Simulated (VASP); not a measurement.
# Li2Cr (I4/mmm) in VASP: relaxation of cell and atoms with PBE

Aim: the relaxation of cell and atoms of Li2Cr with PBE.

Everything below comes from runs of VASP 6.6.1. Logs are shortened: lines on timing, memory, paths and dates and some standing lists are left out, and cuts for length are marked.

### Step 1. The cell of the first run

The structure is tetragonal, space group I4/mmm (No. 139). The conventional cell has a = 3.047 Å, b = 3.047 Å, c = 7.474 Å, α = 90.00°, β = 90.00°, γ = 90.00°. Within 3.3 Å of Li (site symmetry 4mm) lie 9 Li at 2.47 to 3.05 Å and 5 Cr at 2.48 to 2.50 Å. Within 3.3 Å of Cr (site symmetry 4/mmm) lie 10 Li at 2.48 to 2.50 Å and 4 Cr at 3.05 Å.

### Step 2. Relaxation of cell and atoms, PBE, collinear spin, ferromagnetic start

File INCAR:

```
PREC = Accurate ; ENCUT = 880
EDIFF = 1E-7 ; ISMEAR = 0
SIGMA = 0.1 ; LREAL = F
LASPH = T ; NELM = 200
ALGO = Normal ; ISIF = 3
LWAVE = F ; LCHARG = F
ISPIN = 2 ; MAGMOM = 0 0 3.54
LORBIT = 11 ; LMAXMIX = 4
GGA = PE ; IBRION = 2
NSW = 90 ; EDIFFG = -0.04
GGA_COMPAT = F ; NELMIN = 4
```

File KPOINTS:

```
Automatic mesh
0
Gamma
  8 8 8
```

File POSCAR:

```
Li2Cr
1.0
   -1.5232948468      1.5232948468      3.7368326711
    1.5232948468     -1.5232948468      3.7368326711
    1.5232948468      1.5232948468     -3.7368326711
Li Cr
2 1
Direct
    0.6650000000      0.6650000000      0.0000000000
    0.3350000000      0.3350000000      0.0000000000
    0.0000000000      0.0000000000      0.0000000000
```

Potentials or basis: VASP PAW PBE potentials, release 64 (Li_sv, Cr_sv).

On the command line:

```sh
cat potpaw_PBE.64/Li_sv/POTCAR potpaw_PBE.64/Cr_sv/POTCAR > POTCAR
mpirun -np 1 vasp_std > vasp.out
```

OUTCAR:

```text
PREC = Accurate
   ENCUT = 880
   EDIFF = 1E-7
   ISMEAR = 0
   LREAL = F
   LASPH = T
   NELM = 200
   ISIF = 3
   ISPIN = 2
   LORBIT = 11
   GGA = PE
   IBRION = 2
   NSW = 90
   EDIFFG = -0.04
   NELMIN = 4

 ion  position               nearest neighbor table
   1  0.665  0.665  0.000-   2 2.47   3 2.48   3 2.48   3 2.48   3 2.48   2 2.50   2 2.50   2 2.50
                             2 2.50   3 2.50
   2  0.335  0.335  0.000-   1 2.47   3 2.48   3 2.48   3 2.48   3 2.48   1 2.50   1 2.50   1 2.50
                             1 2.50   3 2.50
   3  0.000  0.000  0.000-   1 2.48   1 2.48   2 2.48   2 2.48   1 2.48   1 2.48   2 2.48   2 2.48
                             1 2.50   2 2.50

  LATTYP: Found a body centered tetragonal cell.
 ALAT       =     3.0465896936
 C/A-ratio  =     2.4531250000

  Lattice vectors:

 A1 = (  -1.5232948468,   1.5232948468,   3.7368326711)
 A2 = (   1.5232948468,  -1.5232948468,   3.7368326711)
 A3 = (   1.5232948468,   1.5232948468,  -3.7368326711)

Analysis of symmetry for initial positions (statically):
=====================================================================
 Subroutine PRICEL returns:
 Original cell was already a primitive cell.

 Routine SETGRP: Setting up the symmetry group for a
 body centered tetragonal supercell.

 Subroutine GETGRP returns: Found 16 space group operations
 (whereof 16 operations were pure point group operations)
 out of a pool of 16 trial point group operations.

The static configuration has the point symmetry D_4h.

Analysis of symmetry for dynamics (positions and initial velocities):
=====================================================================
 Subroutine PRICEL returns:
 Original cell was already a primitive cell.

 Routine SETGRP: Setting up the symmetry group for a
 body centered tetragonal supercell.

 Subroutine GETGRP returns: Found 16 space group operations
 (whereof 16 operations were pure point group operations)
 out of a pool of 16 trial point group operations.

The dynamic configuration has the point symmetry D_4h.

Analysis of structural, dynamic, and magnetic symmetry:
=====================================================================
 Subroutine PRICEL returns:
 Original cell was already a primitive cell.

 Routine SETGRP: Setting up the symmetry group for a
 body centered tetragonal supercell.

 Subroutine GETGRP returns: Found 16 space group operations
 (whereof 16 operations were pure point group operations)
 out of a pool of 16 trial point group operations.

The overall configuration has the point symmetry D_4h.

 Subroutine INISYM returns: Found 16 space group operations
 (whereof 16 operations are pure point group operations),
 and found     1 'primitive' translations

----------------------------------------------------------------------------------------

                                     Primitive cell

  volume of cell :      34.6842

  direct lattice vectors                    reciprocal lattice vectors
    -1.523294847  1.523294847  3.736832671     0.000000000  0.328235864  0.133803155
     1.523294847 -1.523294847  3.736832671     0.328235864  0.000000000  0.133803155
     1.523294847  1.523294847 -3.736832671     0.328235864  0.328235864  0.000000000

  length of vectors
     4.313325027  4.313325027  4.313325027     0.354460247  0.354460247  0.464195610

  position of ions in fractional coordinates (direct lattice)
     0.665000000  0.665000000  0.000000000
     0.335000000  0.335000000  0.000000000
     0.000000000  0.000000000  0.000000000

  ion indices of the primitive-cell ions
   primitive index   ion index
                 1           1
                 2           2
                 3           3

----------------------------------------------------------------------------------------

 KPOINTS: Automatic mesh

Automatic generation of k-mesh.
 Grid dimensions read from file:
 generate k-points for:    8    8    8

 Generating k-lattice:

  Cartesian coordinates                     Fractional coordinates (reciprocal lattice)
     0.000000000  0.041029483  0.016725394     0.125000000  0.000000000  0.000000000
     0.041029483  0.000000000  0.016725394     0.000000000  0.125000000  0.000000000
     0.041029483  0.041029483  0.000000000     0.000000000  0.000000000  0.125000000

  Length of vectors
     0.044307531  0.044307531  0.058024451

  Shift w.r.t. Gamma in fractional coordinates (k-lattice)
     0.000000000  0.000000000  0.000000000

 Subroutine IBZKPT returns following result:
 ===========================================

 Found     59 irreducible k-points:

 Following reciprocal coordinates:
            Coordinates               Weight
  0.000000  0.000000  0.000000      1.000000
  0.125000  0.000000 -0.000000      8.000000
  0.250000  0.000000 -0.000000      8.000000
  0.375000  0.000000  0.000000      8.000000
  0.500000  0.000000 -0.000000      4.000000
  0.125000  0.125000 -0.000000      8.000000
[... 16 lines left out ...]
  0.250000  0.125000  0.125000     16.000000
  0.375000  0.125000  0.125000      8.000000
 [... further k-points ...]
   k-points           NKPTS =     59   k-points in BZ     NKDIM =     59   number of bands    NBANDS=     16
   number of dos      NEDOS =    301   number of ions     NIONS =      3
   total plane-waves  NPLWV =  74088
   dimension x,y,z NGX =    42 NGY =   42 NGZ =   42
   dimension x,y,z NGXF=    84 NGYF=   84 NGZF=   84
   ions per type =               2   1
   NGX,Y,Z   is equivalent  to a cutoff of  16.19, 16.19, 16.19 a.u.
   NGXF,Y,Z  is equivalent  to a cutoff of  32.38, 32.38, 32.38 a.u.
 SYSTEM =  unknown system
   PREC   = accura    normal or accurate (medium, high low for compatibility)
   ISTART =      0    job   : 0-new  1-cont  2-samecut
   ICHARG =      2    charge: 1-file 2-atom 10-const
   ISPIN  =      2    spin polarized calculation?
   LNONCOLLINEAR =      F non collinear calculations
   LSORBIT =      F    spin-orbit coupling
   LASPH  =      T    aspherical Exc in radial PAW
   ENCUT  =  880.0 eV  64.68 Ry    8.04 a.u.  10.43 10.43 10.43*2*pi/ulx,y,z
   NELM   =    200;   NELMIN=  4; NELMDL= -5     # of ELM steps
   EDIFF  = 0.1E-06   stopping-criterion for ELM
   LREAL  =      F    real-space projection
   EDIFFG = -.4E-01   stopping-criterion for IOM
   NSW    =     90    number of steps for IOM
   IBRION =      2    ionic relax: 0-MD 1-quasi-New 2-CG
   NFREE  =      1    steps in history (QN), initial steepest desc. (CG)
   ISIF   =      3    stress and relaxation
   ISYM   =      2    0-nonsym 1-usesym 2-fastsym
   POTIM  = 0.5000    time-step for ionic-motion
   TEBEG  =    0.0;   TEEND  =   0.0 temperature during run
   PSTRESS=    0.0 pullay stress
   NELECT =      20.0000    total number of electrons
   NUPDOWN=      -1.0000    fix difference up-down
   EMIN   =  10.00;   EMAX   =-10.00  energy-range for DOS
   EFERMI =   0.00;   METHOD = LEGACY
   ISMEAR =     0;   SIGMA  =   0.10  broadening in eV -4-tet -1-fermi 0-gaus
   EFERMI_NEDOS =   21; number of points for ismear=-14 and -15
   IALGO  =     38    algorithm
   IMIX   =      4    mixing-type and parameters
     AMIX     =   0.40;   BMIX     =  1.00
     AMIX_MAG =   1.60;   BMIX_MAG =  1.00
  volume/ion in A,a.u.               =      11.56        78.02
  Fermi-wavevector in a.u.,A,eV,Ry     =   1.362619  2.574976 25.262336  1.856729
  Thomas-Fermi vector in A             =   2.489093
   LORBIT       =     11    0 simple, 1 ext, 2 COOP (PROOUT), +10 PAW based schemes
   GGA     = PE    functional components
   LHFCALC =     F    Hartree Fock is set to
   AEXX    =    0.0000 exact exchange contribution
   IVDW    =     0    specifies the selected vdW correction
   LEPSILON=     F    determine dielectric tensor
   LRPA    =     F    only Hartree local field effects (RPA)
 conjugate gradient relaxation of ions
 spin polarized calculation
 Gauss-broadening in eV      SIGMA  =   0.10
  energy-cutoff  :      880.00
  volume of cell :       34.68
 maximum number of plane-waves:      2098
 NGX is ok and might be reduce to    42
   NGX = 21   NGY = 21   NGZ = 21

--------------------------------------- Ionic step        1  -------------------------------------------

 number of electron      20.0000000 magnetization       3.7487101

 Free energy of the ion-electron system (eV)
  ---------------------------------------------------
  ext. energy  EPLUGINS =         0.00000000
  ---------------------------------------------------
  free energy    TOTEN  =       -10.81692787 eV

  energy without entropy =      -10.80894939  energy(sigma->0) =      -10.81293863

 E-fermi :   6.0889     XC(G=0): -10.3441

 val. band max:        6.0788727826   @ k =   0.5000   0.2500   0.1250
 cond. band min:       6.1046758860   @ k =  -0.3750   0.3750   0.0000
 fundamental gap:      0.0258031035
 Fermi energy:         6.0889075119

 spin component 1

 k-point     1 :       0.0000    0.0000    0.0000
  band No.  band energies     occupation
      1     -66.0895      1.00000
      2     -38.8723      1.00000
      3     -38.7350      1.00000
      4     -37.4562      1.00000
      5     -37.4367      1.00000
      6     -37.4367      1.00000
[... 1011 lines left out ...]
  FREE ENERGIE OF THE ION-ELECTRON SYSTEM (eV)
  ---------------------------------------------------
  free  energy   TOTEN  =       -11.6958977367 eV

  energy  without entropy=      -11.6850166790  energy(sigma->0) =      -11.69045721

[... ionic steps 4 to 10 ...]

--------------------------------------- Ionic step       11  -------------------------------------------

 number of electron      20.0000001 magnetization       4.3810421

------------------------ aborting loop because EDIFF is reached ----------------------------------------
[... 69 lines left out ...]
--------------------------------------- Ionic step       13  -------------------------------------------

 number of electron      20.0000014 magnetization       4.4013639

 Free energy of the ion-electron system (eV)
  ---------------------------------------------------
  ext. energy  EPLUGINS =         0.00000000
  ---------------------------------------------------
  free energy    TOTEN  =       -11.79237033 eV

  energy without entropy =      -11.78815570  energy(sigma->0) =      -11.79026301

 E-fermi :   3.5834     XC(G=0):  -8.7943

 val. band max:        3.5473299774   @ k =  -0.3750   0.3750   0.1250
 cond. band min:       3.6461525740   @ k =  -0.1250   0.3750   0.1250
 fundamental gap:      0.0988225967
 Fermi energy:         3.5834439843

 spin component 1

 k-point     1 :       0.0000    0.0000    0.0000
  band No.  band energies     occupation
      1     -68.9868      1.00000
      2     -42.2987      1.00000
      3     -42.2701      1.00000
      4     -40.3850      1.00000
      5     -40.3039      1.00000
      6     -40.3039      1.00000
[... 937 lines left out ...]
  FREE ENERGIE OF THE ION-ELECTRON SYSTEM (eV)
  ---------------------------------------------------
  free  energy   TOTEN  =       -11.7923703279 eV

  energy  without entropy=      -11.7881556996  energy(sigma->0) =      -11.79026301

 reached required accuracy - stopping structural energy minimisation

 total charge

# of ion       s       p       d       tot
------------------------------------------
    1        2.040   0.059   0.000   2.098
    2        2.040   0.059   0.000   2.098
    3        2.137   5.941   3.652  11.730
--------------------------------------------------
tot          6.216   6.058   3.652  15.926

 magnetization (x)

# of ion       s       p       d       tot
------------------------------------------
    1       -0.003   0.003   0.000  -0.000
    2       -0.003   0.003   0.000  -0.000
    3        0.023   0.022   3.403   3.448
--------------------------------------------------
tot          0.016   0.028   3.403   3.447
```

Wall time 51 min (1 thread of Intel Xeon Platinum 8375C at 2.90GHz (Ice Lake), shared host); peak memory 0.4 GiB.

What came out:

* Free energy: -11.7924 eV
* Relaxed volume: 17.19 Å³/atom
* Relaxed cell: a = 5.698 Å, b = 5.698 Å, c = 5.698 Å, α = 148.07°, β = 148.07°, γ = 45.78°
* Space group after relaxing (to 0.1 Å): I4/mmm (No. 139)
* Energy gained by relaxing: 325.1 meV/atom
* Ionic steps: 13
* Pressure after relaxing: 0.1 GPa
* Largest force after relaxing: 0.010 eV/Å
* Net moment: 4.40 μB per cell
* Site moments: Li -0.00; Cr +3.45 μB
* Valence electrons inside the program's atomic spheres: Li 2.10; Cr 11.73

Forces in eV/Å, atoms in the order of the input:
```
Li   0.000  0.000 -0.010
Li   0.000  0.000  0.010
Cr   0.000  0.000  0.000
```

Step by step:
| step | energy change (eV) | largest force (eV/Å) | pressure (GPa) | volume (Å³) |
| --- | --- | --- | --- | --- |
| 1 | 0.0000 | 0.5193 | 21.94 | 34.68 |
| 2 | -0.7335 | 0.1149 | 6.44 | 43.24 |
| 3 | -0.8790 | 0.0230 | 1.51 | 48.97 |
| 4 | -0.8938 | 0.0548 | 0.05 | 51.44 |
| 5 | -0.8941 | 0.0597 | -0.18 | 51.93 |
| 6 | -0.9074 | 0.0486 | -0.20 | 51.87 |
| 7 | -0.9386 | 0.0225 | -0.10 | 51.63 |
| 8 | -0.9682 | 0.0050 | 0.31 | 50.81 |
| 9 | -0.8756 | 0.0788 | 2.95 | 47.95 |
| 10 | -0.9721 | 0.0183 | 0.62 | 50.45 |
| 11 | -0.9717 | 0.0227 | 0.90 | 50.17 |
| 12 | -0.9721 | 0.0372 | -0.66 | 52.93 |
| 13 | -0.9754 | 0.0096 | 0.06 | 51.56 |

Final structure:
```xyz
3
Lattice="-1.5671 1.5671 5.2491 1.5671 -1.5671 5.2491 1.5671 1.5671 -5.2491" Properties=species:S:1:pos:R:3 pbc="T T T"
Li    0.0000    0.0000    6.9938
Li    0.0000    0.0000    3.5044
Cr    0.0000    0.0000    0.0000
```

Levels at points of the mesh, in eV from the Fermi level:
Spin up:
| k point | band 10 | band 11 | band 12 | band 13 | band 14 | band 15 |
| --- | --- | --- | --- | --- | --- | --- |
| (0.00, 0.00, 0.00) | -0.82 | -0.82 | -0.37 | -0.14 | 1.31 | 8.89 |
| (0.50, 0.00, 0.00) | -1.15 | -0.96 | -0.68 | -0.14 | 0.67 | 4.00 |
| (0.50, 0.50, 0.00) | -1.00 | 0.14 | 0.40 | 1.64 | 3.19 | 3.82 |
| (0.50, 0.50, 0.50) | -1.46 | -0.79 | -0.79 | -0.37 | 4.50 | 7.26 |
Spin down:
```tsv
k point	band 5	band 6	band 7	band 8	band 9	band 10	band 11	band 12
(0.00, 0.00, 0.00)	-40.13	-40.13	-4.45	-1.05	0.71	1.01	2.62	2.62
(0.50, 0.00, 0.00)	-40.16	-40.13	-1.66	-0.56	0.32	0.59	1.36	2.38
(0.50, 0.50, 0.00)	-40.19	-40.15	-0.15	0.28	0.92	1.20	1.83	2.78
(0.50, 0.50, 0.50)	-40.13	-40.13	-3.80	-2.75	1.00	1.45	2.71	2.71
```

Caveat: the volume moved by over 15 % at a fixed basis, so the end points are rough.
